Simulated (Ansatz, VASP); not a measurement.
Two plane-wave programs on InSb3

```
In Sb
1.0
     4.92265    0.00000    0.00000
     0.00000    4.92265    0.00000
     0.00000    0.00000    4.73331
In Sb
1 3
Direct
  0.00000 0.00000 0.00000
  0.50000 0.00000 0.50000
  0.00000 0.50000 0.50000
  0.50000 0.50000 0.00000
```

Change from the starting cell: strain +0.040 along x and y, +0.000 along z, atoms carried along.

Alike in both runs: task single point; functional PBE; dispersion D3(BJ); k mesh 10 × 10 × 10; occupations gaussian, width 0.15 eV; no spin polarisation.

|  | VASP | Ansatz |
| --- | --- | --- |
| version | VASP 6.6.1 | Ansatz 0.2.0 |
| potentials or method | VASP PAW PBE potentials, release 64 (In_d, Sb), cutoff 520 eV | scalar-relativistic, plane waves, PAW |
| valence electrons in the cell | 28 | 58 |

Ansatz gave:

| Property | Result |
| --- | --- |
| gap on the k mesh at the Fermi level (eV) | none |
| pressure (GPa) | -3.8 |

Task: What did VASP give for the same quantities?

Result: gap on the k mesh at the Fermi level (eV): none; pressure (GPa): -3.9.

A gap of «none» marks a metal or a gap that the smearing closes. VASP's potentials hold 28 valence electrons a cell and Ansatz's 58, so a difference there can come from the potentials and not from the codes.

Spin-orbit coupling is off throughout.
